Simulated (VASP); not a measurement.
# Sb (Im-3m) in VASP: notebook

Sb is run at these levels: LDA; tasks: relaxation of cell and atoms, single point.

All numbers are computed with VASP 6.6.1; they aren't measurements. Logs are shortened: lines on timing, memory, paths and dates and some standing lists are left out, and cuts for length are marked.

## (1) The cell of the first run

Symmetry: Im-3m, No. 229, cubic system. The conventional cell has a = 3.826 Å, b = 3.826 Å, c = 3.826 Å, α = 90.00°, β = 90.00°, γ = 90.00°. Sb (site symmetry m-3m) has 14 Sb at 3.31 to 3.83 Å within 4.4 Å.

## (2) Relaxation of cell and atoms, LDA

File INCAR:

```
  PREC = Accurate
  ENCUT = 600
  EDIFF = 1E-6
  ISMEAR = -1
  SIGMA = 0.08
  LREAL = False
  LASPH = True
  NELM = 80
  ALGO = Normal
  ISIF = 3
  LWAVE = False
  LCHARG = False
  GGA = CA
  IBRION = 2
  NSW = 60
  EDIFFG = -0.005
```

File KPOINTS:

```
Automatic mesh
0
Gamma
  14 14 14
```

File POSCAR:

```
Sb
1.0
   -1.9129311828      1.9129311828      1.9129311828
    1.9129311828     -1.9129311828      1.9129311828
    1.9129311828      1.9129311828     -1.9129311828
Sb
1
Direct
    0.0000000000      0.0000000000      0.0000000000
```

Potentials or basis: VASP PAW LDA potentials, release 64 (Sb).

Started as:

```
$ cat potpaw_LDA.64/Sb/POTCAR > POTCAR
$ mpirun -np 1 vasp_std > vasp.out
```

OUTCAR:

```text
PREC = Accurate
   ENCUT = 600
   EDIFF = 1E-6
   ISMEAR = -1
   LREAL = False
   LASPH = True
   NELM = 80
   ISIF = 3
   GGA = CA
   IBRION = 2
   NSW = 60
   EDIFFG = -0.005

 ion  position               nearest neighbor table
   1  0.000  0.000  0.000-

  LATTYP: Found a body centered cubic cell.
 ALAT       =     3.8258623656

  Lattice vectors:

 A1 = (  -1.9129311828,   1.9129311828,   1.9129311828)
 A2 = (   1.9129311828,  -1.9129311828,   1.9129311828)
 A3 = (   1.9129311828,   1.9129311828,  -1.9129311828)

Analysis of symmetry for initial positions (statically):
=====================================================================
 Subroutine PRICEL returns:
 Original cell was already a primitive cell.

 Routine SETGRP: Setting up the symmetry group for a
 body centered cubic supercell.

 Subroutine GETGRP returns: Found 48 space group operations
 (whereof 48 operations were pure point group operations)
 out of a pool of 48 trial point group operations.

The static configuration has the point symmetry O_h .

Analysis of symmetry for dynamics (positions and initial velocities):
=====================================================================
 Subroutine PRICEL returns:
 Original cell was already a primitive cell.

 Routine SETGRP: Setting up the symmetry group for a
 body centered cubic supercell.

 Subroutine GETGRP returns: Found 48 space group operations
 (whereof 48 operations were pure point group operations)
 out of a pool of 48 trial point group operations.

The dynamic configuration has the point symmetry O_h .

 Subroutine INISYM returns: Found 48 space group operations
 (whereof 48 operations are pure point group operations),
 and found     1 'primitive' translations

----------------------------------------------------------------------------------------

                                     Primitive cell

  volume of cell :      28.0000

  direct lattice vectors                    reciprocal lattice vectors
    -1.912931183  1.912931183  1.912931183     0.000000000  0.261378979  0.261378979
     1.912931183 -1.912931183  1.912931183     0.261378979  0.000000000  0.261378979
     1.912931183  1.912931183 -1.912931183     0.261378979  0.261378979  0.000000000

  length of vectors
     3.313294000  3.313294000  3.313294000     0.369645697  0.369645697  0.369645697

  position of ions in fractional coordinates (direct lattice)
     0.000000000  0.000000000  0.000000000

  ion indices of the primitive-cell ions
   primitive index   ion index
                 1           1

----------------------------------------------------------------------------------------

 KPOINTS: Automatic mesh

Automatic generation of k-mesh.
 Grid dimensions read from file:
 generate k-points for:   14   14   14

 Generating k-lattice:

  Cartesian coordinates                     Fractional coordinates (reciprocal lattice)
     0.000000000  0.018669927  0.018669927     0.071428571  0.000000000  0.000000000
     0.018669927  0.000000000  0.018669927     0.000000000  0.071428571  0.000000000
     0.018669927  0.018669927  0.000000000     0.000000000  0.000000000  0.071428571

  Length of vectors
     0.026403264  0.026403264  0.026403264

  Shift w.r.t. Gamma in fractional coordinates (k-lattice)
     0.000000000  0.000000000  0.000000000

 Subroutine IBZKPT returns following result:
 ===========================================

 Found    104 irreducible k-points:

 Following reciprocal coordinates:
            Coordinates               Weight
  0.000000  0.000000  0.000000      1.000000
  0.071429  0.000000  0.000000     12.000000
  0.142857  0.000000  0.000000     12.000000
  0.214286  0.000000  0.000000     12.000000
  0.285714  0.000000  0.000000     12.000000
  0.357143  0.000000  0.000000     12.000000
[... 16 lines left out ...]
  0.285714  0.285714  0.000000     24.000000
  0.357143  0.285714 -0.000000     24.000000
 [... further k-points ...]
   k-points           NKPTS =    104   k-points in BZ     NKDIM =    104   number of bands    NBANDS=      6
   number of dos      NEDOS =    301   number of ions     NIONS =      1
   total plane-waves  NPLWV =  21952
   dimension x,y,z NGX =    28 NGY =   28 NGZ =   28
   dimension x,y,z NGXF=    56 NGYF=   56 NGZF=   56
   ions per type =               1
   NGX,Y,Z   is equivalent  to a cutoff of  14.05, 14.05, 14.05 a.u.
   NGXF,Y,Z  is equivalent  to a cutoff of  28.10, 28.10, 28.10 a.u.
 SYSTEM =  unknown system
   PREC   = accura    normal or accurate (medium, high low for compatibility)
   ISTART =      0    job   : 0-new  1-cont  2-samecut
   ICHARG =      2    charge: 1-file 2-atom 10-const
   ISPIN  =      1    spin polarized calculation?
   LNONCOLLINEAR =      F non collinear calculations
   LSORBIT =      F    spin-orbit coupling
   LASPH  =      T    aspherical Exc in radial PAW
   ENCUT  =  600.0 eV  44.10 Ry    6.64 a.u.   6.62  6.62  6.62*2*pi/ulx,y,z
   NELM   =     80;   NELMIN=  2; NELMDL= -5     # of ELM steps
   EDIFF  = 0.1E-05   stopping-criterion for ELM
   LREAL  =      F    real-space projection
   EDIFFG = -.5E-02   stopping-criterion for IOM
   NSW    =     60    number of steps for IOM
   IBRION =      2    ionic relax: 0-MD 1-quasi-New 2-CG
   NFREE  =      1    steps in history (QN), initial steepest desc. (CG)
   ISIF   =      3    stress and relaxation
   ISYM   =      2    0-nonsym 1-usesym 2-fastsym
   POTIM  = 0.5000    time-step for ionic-motion
   TEBEG  =    0.0;   TEEND  =   0.0 temperature during run
   PSTRESS=    0.0 pullay stress
   NELECT =       5.0000    total number of electrons
   NUPDOWN=      -1.0000    fix difference up-down
   EMIN   =  10.00;   EMAX   =-10.00  energy-range for DOS
   EFERMI =   0.00;   METHOD = LEGACY
   ISMEAR =    -1;   SIGMA  =   0.08  broadening in eV -4-tet -1-fermi 0-gaus
   EFERMI_NEDOS =   21; number of points for ismear=-14 and -15
   IALGO  =     38    algorithm
   IMIX   =      4    mixing-type and parameters
     AMIX     =   0.40;   BMIX     =  1.00
     AMIX_MAG =   1.60;   BMIX_MAG =  1.00
  volume/ion in A,a.u.               =      28.00       188.95
  Fermi-wavevector in a.u.,A,eV,Ry     =   0.921889  1.742118 11.563320  0.849880
  Thomas-Fermi vector in A             =   2.047356
   LORBIT       =      0    0 simple, 1 ext, 2 COOP (PROOUT), +10 PAW based schemes
   GGA     = CA    functional components
   LHFCALC =     F    Hartree Fock is set to
   AEXX    =    0.0000 exact exchange contribution
   IVDW    =     0    specifies the selected vdW correction
   LEPSILON=     F    determine dielectric tensor
   LRPA    =     F    only Hartree local field effects (RPA)
 conjugate gradient relaxation of ions
 non-spin polarized calculation
  energy-cutoff  :      600.00
  volume of cell :       28.00
 maximum number of plane-waves:       959
   NGX = 13   NGY = 13   NGZ = 13

--------------------------------------- Ionic step        1  -------------------------------------------

 number of electron       4.9999999 magnetization

 Free energy of the ion-electron system (eV)
  ---------------------------------------------------
  ext. energy  EPLUGINS =         0.00000000
  ---------------------------------------------------
  free energy    TOTEN  =        -4.58875216 eV

  energy without entropy =       -4.57695819  energy(sigma->0) =       -4.58285518

------------------------ aborting loop because EDIFF is reached ----------------------------------------

  FORCE on cell =-STRESS in cart. coord.  units (eV):
  Direction    XX          YY          ZZ          XY          YZ          ZX
  --------------------------------------------------------------------------------------
  -------------------------------------------------------------------------------------
  Total       -0.9692769     -0.9692769     -0.9692769      0.0000000      0.0000000     -0.0000000
  in kB      -55.4626263    -55.4626263    -55.4626263      0.0000000      0.0000000     -0.0000000
  external PRESSURE =     -55.4626263 kB  Pullay stress =       0.0000000 kB
[... 55 lines left out ...]
  energy  without entropy=       -4.6104884424  energy(sigma->0) =       -4.61522133

--------------------------------------- Ionic step        3  -------------------------------------------

 number of electron       5.0000000 magnetization

 Free energy of the ion-electron system (eV)
  ---------------------------------------------------
  ext. energy  EPLUGINS =         0.00000000
  ---------------------------------------------------
  free energy    TOTEN  =        -4.63565992 eV

  energy without entropy =       -4.62597352  energy(sigma->0) =       -4.63081672

 E-fermi :   9.0389     XC(G=0): -10.6024

 val. band max:        9.0232721005   @ k =   0.3571   0.1429   0.1429
 cond. band min:       9.0689787365   @ k =  -0.2857   0.2857   0.2857
 fundamental gap:      0.0457066360
 Fermi energy:         9.0388966990

 k-point     1 :       0.0000    0.0000    0.0000
  band No.  band energies     occupation
      1      -4.2319      2.00000
      2      14.8724      0.00000
      3      14.8724      0.00000
      4      14.8724      0.00000
      5      19.5457      0.00000
      6      19.5457      0.00000

 k-point     2 :       0.0714    0.0000    0.0000
  band No.  band energies     occupation
      1      -4.1197      2.00000
      2      13.9898      0.00000
      3      14.4856      0.00000
      4      14.7696      0.00000
      5      18.9370      0.00000
      6      18.9874      0.00000
[... 190 lines left out ...]
 k-point    24 :       0.3571    0.2857   -0.0000
  band No.  band energies     occupation
      1       0.9162      2.00000
      2       4.5855      2.00000
      3       5.7905      2.00000
      4      11.5250      0.00000
      5      18.0945      0.00000
      6      19.8241      0.00000

 [... further k-points ...]
[... 5 lines left out ...]
  --------------------------------------------------------------------------------------
  -------------------------------------------------------------------------------------
  Total       -0.0029314     -0.0029314     -0.0029314      0.0000000      0.0000000     -0.0000000
  in kB       -0.1840389     -0.1840389     -0.1840389      0.0000000      0.0000000     -0.0000000
  external PRESSURE =      -0.1840389 kB  Pullay stress =       0.0000000 kB
[... 16 lines left out ...]
  FREE ENERGIE OF THE ION-ELECTRON SYSTEM (eV)
  ---------------------------------------------------
  free  energy   TOTEN  =        -4.6356599190 eV

  energy  without entropy=       -4.6259735173  energy(sigma->0) =       -4.63081672

 reached required accuracy - stopping structural energy minimisation
```

Wall time 19 s (1 thread of Intel Xeon Platinum 8559C (Emerald Rapids), shared host); peak memory 0.15 GiB.

What came out:

```
Free energy                            : -4.6357 eV
Relaxed volume                         : 25.52 Å³/atom
Relaxed cell                           : a = 3.212 Å, b = 3.212 Å, c = 3.212 Å, α = 109.47°, β = 109.47°, γ = 109.47°
Space group after relaxing (to 0.05 Å) : Im-3m (No. 229)
Energy gained by relaxing              : 46.9 meV/atom
Ionic steps                            : 3
Pressure after relaxing                : 0.0 GPa
```

Step by step:
```tsv
step	energy change (eV)	largest force (eV/Å)	pressure (GPa)	volume (Å³)
1	0.0000	0.0000	-5.55	28.00
2	-0.0312	0.0000	4.18	24.25
3	-0.0469	0.0000	-0.02	25.52
```

Final structure:
```
CELL_PARAMETERS angstrom
-1.85469 1.85469 1.85469
1.85469 -1.85469 1.85469
1.85469 1.85469 -1.85469
ATOMIC_POSITIONS crystal
Sb 0.00000 0.00000 0.00000
```

Levels at points of the mesh, in eV from the Fermi level:
```tsv
k point	band 1	band 2	band 3	band 4	band 5	band 6
(0.00, 0.00, 0.00)	-13.27	5.83	5.83	5.83	10.51	10.51
(0.50, 0.00, 0.00)	-8.94	-5.88	1.78	3.89	6.61	6.98
(0.50, 0.50, 0.50)	-5.43	-2.10	-2.10	-2.10	2.94	2.94
```

Caveat: spin-orbit coupling is left out, which moves the levels of the heavy elements.

## (3) Single point, LDA (volume scaled by 0.45)

File INCAR:

```
PREC = Accurate
ENCUT = 500
EDIFF = 1E-6
ISMEAR = -1
SIGMA = 0.08
LREAL = False
LASPH = True
NELM = 120
ALGO = Normal
ISIF = 2
LWAVE = False
LCHARG = True
GGA = CA
LELF = True
LVHAR = True
NBANDS = 8
GGA_COMPAT = False
```

KPOINTS is that of step 2.

File POSCAR:

```
Sb
1.0
   -1.4203279566      1.4203279566      1.4203279566
    1.4203279566     -1.4203279566      1.4203279566
    1.4203279566      1.4203279566     -1.4203279566
Sb
1
Direct
    0.0000000000      0.0000000000      0.0000000000
```

Potentials or basis: VASP PAW LDA potentials, release 64 (Sb).

Started as:

```
$ cat potpaw_LDA.64/Sb/POTCAR > POTCAR
$ mpirun -np 1 vasp_std > vasp.out
```

It took 4.9 s on 1 thread of Intel Xeon Platinum 8559C (Emerald Rapids), shared host; peak memory 0.12 GiB.

Results (log left out):

```
Free energy : 3.1486 eV
Pressure    : 379.6 GPa
```

Levels at points of the mesh, in eV from the Fermi level:
```tsv
k point	band 1	band 2	band 3	band 4	band 5	band 6	band 7	band 8
(0.00, 0.00, 0.00)	-23.98	9.90	9.90	9.90	13.01	13.01	13.01	14.17
(0.50, 0.00, 0.00)	-13.85	-12.01	3.61	3.74	8.02	10.38	17.61	17.64
(0.50, 0.50, 0.50)	-5.50	-5.50	-5.50	0.92	0.96	0.96	19.87	19.87
```

Caveat: the cell differs from its parent crystal (volume scaled by 0.45); spin-orbit coupling is left out, which moves the levels of the heavy elements.

## (4) Single point, LDA (volume scaled by 0.52)

Changes to INCAR since step 3:

```diff
@@ -11,6 +11,3 @@
 LWAVE = False
-LCHARG = True
-GGA = CA
-LELF = True
-LVHAR = True
+LCHARG = False
 NBANDS = 8
```

File KPOINTS:

```
regular mesh
0
Gamma
  14 14 14
```

File POSCAR:

```
Sb
1.0
   -1.4904551502      1.4904551502      1.4904551502
    1.4904551502     -1.4904551502      1.4904551502
    1.4904551502      1.4904551502     -1.4904551502
Sb
1
Direct
    0.0000000000      0.0000000000      0.0000000000
```

Started as:

```
$ cat potpaw_LDA.64/Sb/POTCAR > POTCAR
$ mpirun -np 1 vasp_std > vasp.out
```

It took 5.4 s on 1 thread of Intel Xeon Platinum 8559C (Emerald Rapids), shared host; peak memory 0.12 GiB.

It converged, with:

```yaml
Free_energy: -0.0981 eV
Pressure: 220.0 GPa
```

Levels at points of the mesh, in eV from the Fermi level:
| k point | band 1 | band 2 | band 3 | band 4 | band 5 | band 6 | band 7 | band 8 |
| --- | --- | --- | --- | --- | --- | --- | --- | --- |
| (0.00, 0.00, 0.00) | -21.45 | 10.72 | 10.72 | 10.72 | 12.57 | 12.57 | 12.57 | 13.22 |
| (0.50, 0.00, 0.00) | -12.05 | -11.37 | 3.22 | 4.29 | 7.71 | 9.54 | 17.20 | 17.56 |
| (0.50, 0.50, 0.50) | -4.72 | -4.72 | -4.72 | -0.75 | 1.17 | 1.17 | 19.36 | 19.36 |

Caveat: the cell differs from its parent crystal (volume scaled by 0.52); spin-orbit coupling is left out, which moves the levels of the heavy elements.

(Part 1 of 2 ends here.)
